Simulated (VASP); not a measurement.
Wanted: the native input for a VASP 6.6.1 run.

```
Task                   : relaxation of cell and atoms
Functional             : PBE
Potentials or basis    : VASP PAW PBE potentials, release 64 (Mg, Zn, Te)
Cutoff                 : 600 eV
k mesh                 : 6 × 6 × 4
Occupations            : gaussian, width 0.02 eV
Spin                   : no spin polarisation
Dipole correction      : no
Further INCAR settings : ALGO = Normal; EDIFF = 1e-06; IBRION = 2; EDIFFG = -0.01; NSW = 100; ISIF = 3
```

The structure of MgZn3Te4 lies in POSCAR:

```
MgZn3Te4
1.0
    4.4234758000      0.0000000000      0.0000000000
    0.0000000000      4.4234758000      0.0000000000
    0.0000000000      0.0000000000     12.5638084000
Mg Zn Te
1 3 4
Direct
    0.5000000000      0.5000000000      0.0000000000
    0.0000000000      0.0000000000      0.7424230000
    0.5000000000      0.5000000000      0.5000000000
    0.0000000000      0.0000000000      0.2575770000
    0.5000000000      0.0000000000      0.3788800000
    0.0000000000      0.5000000000      0.1361600000
    0.5000000000      0.0000000000      0.8638400000
    0.0000000000      0.5000000000      0.6211200000
```

The input as run:

INCAR

```
SYSTEM = MgZn3Te4
PREC = Accurate
ENCUT = 600
EDIFF = 1E-6
ISMEAR = 0
SIGMA = 0.02
LREAL = .False.
LASPH = .True.
NELM = 80
ALGO = Normal
ISIF = 3
LWAVE = .False.
LCHARG = .False.
GGA = PE
IBRION = 2
NSW = 100
EDIFFG = -0.01
```

KPOINTS

```
Automatic mesh
0
Gamma
  6 6 4
  0 0 0
```

Potentials or basis: VASP PAW PBE potentials, release 64 (Mg, Zn, Te).

Command:

```sh
$ cat potpaw_PBE.64/Mg/POTCAR potpaw_PBE.64/Zn/POTCAR potpaw_PBE.64/Te/POTCAR > POTCAR
$ mpirun -np 1 vasp_std > vasp.out
```

Results of the run:

```yaml
Energy_gained_by_relaxing: 0.0 meV/atom
Ionic_steps: 2
Pressure_after_relaxing: 0.0 GPa
Largest_force_after_relaxing: 0.009 eV/Å
Band_gap_on_the_k_mesh: 1.28 eV
```

Caveat: spin-orbit coupling is left out, which moves the levels of the heavy elements.

Wall time 12 min on 1 thread of Oxide Virtual Turin-like Processor, with other jobs on the host, peak memory 0.54 GiB.
